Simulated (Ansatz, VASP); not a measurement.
ZnSe in VASP and in Ansatz

```
Zn Se
1.0
     0.00000    2.82687    2.82687
     2.82687    0.00000    2.82687
     2.82687    2.82687    0.00000
Zn Se
1 1
Direct
  0.00000 0.00000 0.00000
  0.25000 0.25000 0.25000
```

Alike in both runs: functional PBE; dispersion D3(BJ); k mesh 8 × 8 × 8; occupations gaussian, width 0.02 eV; no spin polarisation.

Ansatz relaxed the structure, and its values are those at the end. VASP's run is a single point on that final structure, the one shown.

|  | VASP | Ansatz |
| --- | --- | --- |
| version | VASP 6.6.1 | Ansatz 0.2.0 |
| potentials or method | VASP PAW PBE potentials, release 64 (Zn, Se), cutoff 500 eV | scalar-relativistic, plane waves, PAW |
| valence electrons in the cell | 18 | 28 |

```csv
,VASP,Ansatz,Ansatz less VASP
gap on the k mesh at the Fermi level (eV),1.32,1.32,-0.002
least direct gap on the mesh (eV),1.32,1.32,-0.002
pressure (GPa),0.3,0.0,-0.24
```

VASP's potentials hold 18 valence electrons a cell and Ansatz's 28, so a difference there can come from the potentials and not from the codes.
